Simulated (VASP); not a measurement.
A run of VASP 6.6.1 is set up as follows.

The input INCAR:

```
SYSTEM = Sb
PREC = Accurate ; ENCUT = 520
EDIFF = 1E-6 ; ISMEAR = -1
SIGMA = 0.05 ; LREAL = .False.
LASPH = .True. ; NELM = 80
ALGO = Normal ; ISIF = 2
LWAVE = .False. ; LCHARG = .False.
GGA = PE ; NBANDS = 12
```

Contents of KPOINTS:

```
regular mesh
0
Gamma
  8 8 8
  0 0 0
```

POSCAR

```
Sb
1.0
    2.1250856202      1.2269187549      3.7072099901
   -2.1250856202      1.2269187549      3.7072099901
    0.0000000000     -2.4538375098      3.7072099901
Sb
2
Direct
    0.7665100000      0.7665100000      0.7665100000
    0.2334900000      0.2334900000      0.2334900000
```

Potentials or basis: VASP PAW PBE potentials, release 64 (Sb).

The run is started by

```bash
$ cat potpaw_PBE.64/Sb/POTCAR > POTCAR
$ mpirun -np 1 vasp_std > vasp.out
```

**Question.** Predict the largest force.

**Answer.** 0.440 eV/Å.

**Question.** Predict the pressure.

**Answer.** 5.6 GPa.

**Question.** Estimate the band gap on the k mesh.

**Answer.** Zero (bands 5 and 6 overlap by 0.29 eV).

Stress tensor (GPa, compression positive):
```
5.97 0.00 0.00
0.00 5.97 0.00
0.00 0.00 4.82
```

Caveat: the cell stands under pressure; spin-orbit coupling is left out, which moves the levels of the heavy elements.
